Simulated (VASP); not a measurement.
## HfB2: single point with PBEsol

The system is HfB2.

```xyz
3
Lattice="3.0772 0.0000 0.0000 -1.5386 2.6649 0.0000 0.0000 0.0000 3.4800" Properties=species:S:1:pos:R:3 pbc="T T T"
Hf    0.0000    0.0000    0.0000
B     0.0000    1.7766    1.7400
B     1.5386    0.8883    1.7400
```

This cell differs from its parent crystal: equal xx and yy strain of -2 %.

```yaml
Program: VASP 6.6.1
Task: single point
Functional: PBEsol
Potentials_or_basis: VASP PAW PBE potentials, release 64 (Hf_pv, B)
Cutoff: 520 eV
k_mesh: 13 × 13 × 11
Occupations: fermi-dirac, width 0.05 eV
Spin: no spin polarisation
```

The pressure is 6.8 GPa and the band gap on the k mesh is zero (band 8 reaches 8.71 eV, above the bottom of band 9 at 7.45 eV).

Stress tensor (GPa, compression positive):
```
10.23  0.00  0.00
 0.00 10.23  0.00
 0.00  0.00 -0.01
```

Levels at points of the mesh, in eV from the Fermi level:
```csv
k point,band 6,band 7,band 8,band 9,band 10,band 11
"(0.00, 0.00, 0.00)",-2.95,-2.86,-2.86,4.17,4.17,4.66
```

It took 44 s on 1 thread of AMD EPYC 7R13 Processor (Zen 3), with other jobs on the host, peak memory 0.15 GiB.

Caveat: the cell differs from its parent crystal (equal xx and yy strain of -2 %); the PAW data sets were made with another functional, which shifts forces and pressure a little; spin-orbit coupling is left out, which moves the levels of the heavy elements.
